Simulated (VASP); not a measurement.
# AlH7 (P-1) in VASP: single point with PBE

Aim: the single point of AlH7 with PBE.

All numbers are computed with VASP 6.6.1; they aren't measurements. Logs are shortened: lines on timing, memory, paths and dates and some standing lists are left out, and cuts for length are marked.

**1. The cell of the first run**

The typed cell holds 8 atoms: a = 3.401 Å, b = 3.932 Å, c = 4.485 Å, α = 103.21°, β = 97.32°, γ = 110.49°.

The cell was generated, and may not be a known phase.

**2. Single point, PBE**

Input file INCAR:

```
ALGO = Normal
EDIFF = 1E-6
ENCUT = 500
GGA = PE
GGA_COMPAT = F
ISIF = 2
ISMEAR = 0
LASPH = T
LCHARG = T
LELF = T
LREAL = F
LVHAR = T
LWAVE = F
NBANDS = 15
NELM = 120
PREC = Accurate
SIGMA = 0.2
```

Input file KPOINTS:

```
k-points
0
Gamma
  5 4 3
```

Input file POSCAR:

```
AlH7
1.0
    3.3932158675      0.0094932795      0.2356098297
   -1.3673657388      3.6722535954     -0.3295911693
   -0.8666751239     -1.0368162020      4.2770815626
Al H
1 7
Direct
    0.0000000000      0.0000000000      0.0000000000
    0.5000000000      0.0000000000      0.0000000000
    0.5000000000      0.5000000000      0.0000000000
    0.0000000000      0.0000000000      0.5000000000
    0.5000000000      0.5000000000      0.5000000000
    0.0000000000      0.5000000000      0.0000000000
    0.2447638405      0.2468867744      0.4611328035
    0.7552361595      0.7531132256      0.5388671965
```

Potentials or basis: VASP PAW PBE potentials, release 64 (Al, H).

Command:

```bash
> cat potpaw_PBE.64/Al/POTCAR potpaw_PBE.64/H/POTCAR > POTCAR
> mpirun -np 1 vasp_std > vasp.out
```

OUTCAR:

```text
EDIFF = 1E-6
   ENCUT = 500
   GGA = PE
   ISIF = 2
   ISMEAR = 0
   LASPH = T
   LREAL = F
   NELM = 120
   PREC = Accurate

 ion  position               nearest neighbor table
   1  0.000  0.000  0.000-   2 1.70   2 1.70   6 1.97   6 1.97   7 2.00   8 2.00   3 2.10   3 2.10

   2  0.500  0.000  0.000-   1 1.70   1 1.70
   3  0.500  0.500  0.000-   1 2.10   1 2.10
   4  0.000  0.000  0.500-
   5  0.500  0.500  0.500-
   6  0.000  0.500  0.000-   1 1.97   1 1.97
   7  0.245  0.247  0.461-   1 2.00
   8  0.755  0.753  0.539-   1 2.00

  LATTYP: Found a triclinic cell.
 ALAT       =     6.5583221008
 B/A-ratio  =     0.5186386208
 C/A-ratio  =     1.1287462441
 COS(alpha) =     0.0103838271
 COS(beta)  =     0.4683048528
 COS(gamma) =     0.8273672840

  Lattice vectors:

 A1 = (  -5.4190659962,  -3.6912401544,  -0.1416284901)
 A2 = (  -3.3932158675,  -0.0094932795,  -0.2356098297)
 A3 = (   0.2081907340,  -6.3171842683,  -3.8535090537)

Analysis of symmetry for initial positions (statically):
=====================================================================
 Subroutine PRICEL returns:
 Original cell was already a primitive cell.

 Routine SETGRP: Setting up the symmetry group for a
 triclinic supercell.

 Subroutine GETGRP returns: Found  2 space group operations
 (whereof  2 operations were pure point group operations)
 out of a pool of  2 trial point group operations.

The static configuration has the point symmetry S_2 .

Analysis of symmetry for dynamics (positions and initial velocities):
=====================================================================
 Subroutine PRICEL returns:
 Original cell was already a primitive cell.

 Routine SETGRP: Setting up the symmetry group for a
 triclinic supercell.

 Subroutine GETGRP returns: Found  2 space group operations
 (whereof  2 operations were pure point group operations)
 out of a pool of  2 trial point group operations.

The dynamic configuration has the point symmetry S_2 .

 Subroutine INISYM returns: Found  2 space group operations
 (whereof  2 operations are pure point group operations),
 and found     1 'primitive' translations

----------------------------------------------------------------------------------------

                                     Primitive cell

  volume of cell :      53.2782

  direct lattice vectors                    reciprocal lattice vectors
     3.393215867  0.009493280  0.235609830     0.288388099  0.115131174  0.086345947
    -1.367365739  3.672253595 -0.329591169    -0.005347169  0.276234079  0.065878966
    -0.866675124 -1.036816202  4.277081563    -0.016298368  0.014944367  0.234124404

  length of vectors
     3.401399129  3.932399506  4.485481056     0.322301886  0.284031507  0.235166340

  position of ions in fractional coordinates (direct lattice)
     0.000000000  0.000000000  0.000000000
     0.500000000  0.000000000  0.000000000
     0.500000000  0.500000000  0.000000000
     0.000000000  1.000000000  0.500000000
     0.500000000  0.500000000  0.500000000
     1.000000000  0.500000000  0.000000000
     0.244763840  0.246886774  0.461132803
     0.755236160  0.753113226  0.538867197

  ion indices of the primitive-cell ions
   primitive index   ion index
                 1           1
                 2           2
                 3           3
                 4           4
                 5           5
                 6           6
                 7           7
                 8           8

----------------------------------------------------------------------------------------

 KPOINTS: k-points

Automatic generation of k-mesh.
 Grid dimensions read from file:
 generate k-points for:    5    4    3

 Generating k-lattice:

  Cartesian coordinates                     Fractional coordinates (reciprocal lattice)
     0.057677620  0.023026235  0.017269189     0.200000000 -0.000000000  0.000000000
    -0.001336792  0.069058520  0.016469741     0.000000000  0.250000000 -0.000000000
    -0.005432789  0.004981456  0.078041468    -0.000000000  0.000000000  0.333333333

  Length of vectors
     0.064460377  0.071007877  0.078388780

  Shift w.r.t. Gamma in fractional coordinates (k-lattice)
     0.000000000  0.000000000  0.000000000

 Subroutine IBZKPT returns following result:
 ===========================================

 Found     31 irreducible k-points:

 Following reciprocal coordinates:
            Coordinates               Weight
  0.000000  0.000000  0.000000      1.000000
  0.200000 -0.000000  0.000000      2.000000
  0.400000 -0.000000 -0.000000      2.000000
  0.000000  0.250000  0.000000      2.000000
  0.200000  0.250000 -0.000000      2.000000
  0.400000  0.250000  0.000000      2.000000
[... 16 lines left out ...]
  0.200000  0.500000  0.333333      2.000000
  0.400000  0.500000  0.333333      2.000000
 [... further k-points ...]
   k-points           NKPTS =     31   k-points in BZ     NKDIM =     31   number of bands    NBANDS=     15
   number of dos      NEDOS =    301   number of ions     NIONS =      8
   total plane-waves  NPLWV =  30240
   dimension x,y,z NGX =    28 NGY =   30 NGZ =   36
   dimension x,y,z NGXF=    56 NGYF=   60 NGZF=   72
   ions per type =               1   7
   NGX,Y,Z   is equivalent  to a cutoff of  13.69, 12.68, 13.34 a.u.
   NGXF,Y,Z  is equivalent  to a cutoff of  27.37, 25.37, 26.69 a.u.
 SYSTEM =  unknown system
   PREC   = accura    normal or accurate (medium, high low for compatibility)
   ISTART =      0    job   : 0-new  1-cont  2-samecut
   ICHARG =      2    charge: 1-file 2-atom 10-const
   ISPIN  =      1    spin polarized calculation?
   LNONCOLLINEAR =      F non collinear calculations
   LSORBIT =      F    spin-orbit coupling
   LASPH  =      T    aspherical Exc in radial PAW
   ENCUT  =  500.0 eV  36.75 Ry    6.06 a.u.   6.20  7.17  8.18*2*pi/ulx,y,z
   NELM   =    120;   NELMIN=  2; NELMDL= -5     # of ELM steps
   EDIFF  = 0.1E-05   stopping-criterion for ELM
   LREAL  =      F    real-space projection
   EDIFFG = 0.1E-04   stopping-criterion for IOM
   NSW    =      0    number of steps for IOM
   IBRION =     -1    ionic relax: 0-MD 1-quasi-New 2-CG
   NFREE  =      0    steps in history (QN), initial steepest desc. (CG)
   ISIF   =      2    stress and relaxation
   ISYM   =      2    0-nonsym 1-usesym 2-fastsym
   POTIM  = 0.5000    time-step for ionic-motion
   TEBEG  =    0.0;   TEEND  =   0.0 temperature during run
   PSTRESS=    0.0 pullay stress
   NELECT =      10.0000    total number of electrons
   NUPDOWN=      -1.0000    fix difference up-down
   EMIN   =  10.00;   EMAX   =-10.00  energy-range for DOS
   EFERMI =   0.00;   METHOD = LEGACY
   ISMEAR =     0;   SIGMA  =   0.20  broadening in eV -4-tet -1-fermi 0-gaus
   EFERMI_NEDOS =   21; number of points for ismear=-14 and -15
   IALGO  =     38    algorithm
   IMIX   =      4    mixing-type and parameters
     AMIX     =   0.40;   BMIX     =  1.00
     AMIX_MAG =   1.60;   BMIX_MAG =  1.00
  volume/ion in A,a.u.               =       6.66        44.94
  Fermi-wavevector in a.u.,A,eV,Ry     =   0.937328  1.771293 11.953859  0.878584
  Thomas-Fermi vector in A             =   2.064428
   LORBIT       =      0    0 simple, 1 ext, 2 COOP (PROOUT), +10 PAW based schemes
   GGA     = PE    functional components
   LHFCALC =     F    Hartree Fock is set to
   AEXX    =    0.0000 exact exchange contribution
   IVDW    =     0    specifies the selected vdW correction
   LEPSILON=     F    determine dielectric tensor
   LRPA    =     F    only Hartree local field effects (RPA)
 non-spin polarized calculation
 Gauss-broadening in eV      SIGMA  =   0.20
  energy-cutoff  :      500.00
  volume of cell :       53.28
 maximum number of plane-waves:      1365
 NGX is ok and might be reduce to    28
   NGX = 13   NGY = 15   NGZ = 17

 number of electron      10.0000000 magnetization

 number of electron       9.9999999 magnetization

 Free energy of the ion-electron system (eV)
  ---------------------------------------------------
  ext. energy  EPLUGINS =         0.00000000
  ---------------------------------------------------
  free energy    TOTEN  =       -23.46487853 eV

  energy without entropy =      -23.44370334  energy(sigma->0) =      -23.45429094

 E-fermi :   1.9813     XC(G=0):  -8.6975

 val. band max:        1.9274892520   @ k =   0.2000  -0.0000   0.0000
 cond. band min:       2.0050590570   @ k =   0.2000  -0.2500   0.3333
 fundamental gap:      0.0775698049
 Fermi energy:         1.9813133032

 k-point     1 :       0.0000    0.0000    0.0000
  band No.  band energies     occupation
      1      -9.7545      2.00000
      2      -5.1089      2.00000
      3      -0.6177      2.00000
      4      -0.0365      2.00000
      5       0.9243      2.00000
      6       3.5706      0.00000
      7       4.4904      0.00000
      8       5.3060      0.00000
      9       7.3100      0.00000
     10       9.1023      0.00000
     11      11.4910      0.00000
     12      12.5862      0.00000
     13      13.4674      0.00000
     14      13.6765      0.00000
     15      16.1112      0.00000
[... 397 lines left out ...]
 k-point    24 :       0.4000    0.5000    0.3333
  band No.  band energies     occupation
      1      -7.7826      2.00000
      2      -4.4628      2.00000
      3      -2.4169      2.00000
      4      -2.3193      2.00000
      5      -0.5719      2.00000
      6       0.8347      2.00000
      7       4.5998      0.00000
      8       5.4481      0.00000
      9       8.1005      0.00000
     10      11.7490      0.00000
     11      12.6764      0.00000
     12      13.1923      0.00000
     13      13.4614      0.00000
     14      14.8081      0.00000
     15      16.4799      0.00000

 [... further k-points ...]
[... 5 lines left out ...]
  --------------------------------------------------------------------------------------
  -------------------------------------------------------------------------------------
  Total       -0.2395270     -0.1196891     -0.1873411     -0.0611881     -0.0265312     -0.0049455
  in kB       -7.2030324     -3.5992792     -5.6337040     -1.8400436     -0.7978435     -0.1487202
  external PRESSURE =      -5.4786719 kB  Pullay stress =       0.0000000 kB

 VOLUME and BASIS-vectors are now :
 -----------------------------------------------------------------------------
  energy-cutoff  :      500.00
  volume of cell :       53.28
      direct lattice vectors                 reciprocal lattice vectors
     3.393215867  0.009493280  0.235609830     0.288388099  0.115131174  0.086345947
    -1.367365739  3.672253595 -0.329591169    -0.005347169  0.276234079  0.065878966
    -0.866675124 -1.036816202  4.277081563    -0.016298368  0.014944367  0.234124404

 POSITION                                       TOTAL-FORCE (eV/Angst)
 -----------------------------------------------------------------------------------
      0.00000      0.00000      0.00000         0.000000     -0.000000     -0.000000
      1.69661      0.00475      0.11780         0.000000      0.000000     -0.000000
      1.01293      1.84087     -0.04699         0.000000      0.000000     -0.000000
     -0.43334     -0.51841      2.13854         0.000000     -0.000000     -0.000000
      0.57959      1.32247      2.09155         0.000000      0.000000     -0.000000
     -0.68368      1.83613     -0.16480         0.000000     -0.000000     -0.000000
      0.09330      0.43084      1.94860         0.011373      0.037701     -0.020186
      1.06588      2.21409      2.23450        -0.011373     -0.037701      0.020186
 -----------------------------------------------------------------------------------
    total drift:                                0.000000     -0.000000     -0.000000

  FREE ENERGIE OF THE ION-ELECTRON SYSTEM (eV)
  ---------------------------------------------------
  free  energy   TOTEN  =       -23.4648785300 eV

  energy  without entropy=      -23.4437033411  energy(sigma->0) =      -23.45429094
```

Run time: 46 s. Hardware: 1 thread of Intel Xeon 8259CL, shared host; peak memory 0.15 GiB.

What came out:

- Free energy: -23.4649 eV
- Pressure: -0.5 GPa
- Largest force: 0.044 eV/Å
- Band gap on the k mesh: zero (bands 5 and 6 overlap by 3.00 eV)

Forces on the atoms (eV/Å):
```
Al   0.000  0.000  0.000
H    0.000  0.000  0.000
H    0.000  0.000  0.000
H    0.000  0.000  0.000
H    0.000  0.000  0.000
H    0.000  0.000  0.000
H    0.011  0.038 -0.020
H   -0.011 -0.038  0.020
```

Levels at points of the mesh, in eV from the Fermi level:
```tsv
k point	band 1	band 2	band 3	band 4	band 5	band 6	band 7	band 8	band 9	band 10
(0.00, 0.00, 0.00)	-11.74	-7.09	-2.60	-2.02	-1.06	1.59	2.51	3.32	5.33	7.12
(0.00, 0.50, 0.00)	-9.28	-8.85	-5.74	-5.17	1.20	3.16	3.32	5.79	8.53	8.57
```

Caveat: the k points lie up to 0.49 Å⁻¹ apart, too coarse for converged energies and pressures of a metal.

The gap in the log of VASP goes by the Fermi energy; the results here count the filled bands.